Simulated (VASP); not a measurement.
Input of a VASP 6.6.1 run:

File INCAR:

```
PREC = Accurate
ENCUT = 500
EDIFF = 1E-6
ISMEAR = 0
SIGMA = 0.01
LREAL = F
LASPH = T
NELM = 120
ALGO = Normal
ISIF = 2
LWAVE = F
LCHARG = T
GGA = PE
LELF = T
LVHAR = T
NBANDS = 15
GGA_COMPAT = F
```

File KPOINTS:

```
regular mesh
0
Gamma
  4 4 4
```

File POSCAR:

```
BaS
1.0
    0.0000000000      3.2151393230      3.2151393230
    3.2151393230      0.0000000000      3.2151393230
    3.2151393230      3.2151393230      0.0000000000
Ba S
1 1
Direct
    0.0000000000      0.0000000000      0.0000000000
    0.5000000000      0.5000000000      0.5000000000
```

Potentials or basis: VASP PAW PBE potentials, release 64 (Ba_sv, S).

Launch:

```bash
$ cat potpaw_PBE.64/Ba_sv/POTCAR potpaw_PBE.64/S/POTCAR > POTCAR
$ mpirun -np 1 vasp_std > vasp.out
```

Question: Predict the band gap on the k mesh.

Answer: 2.14 eV, indirect (least direct gap 2.28 eV).

Question: What does it give for the pressure?

Answer: 0.5 GPa.

Caveat: the k points lie up to 0.42 Å⁻¹ apart; spin-orbit coupling is left out, which moves the levels of the heavy elements. A k mesh can miss the band edges.
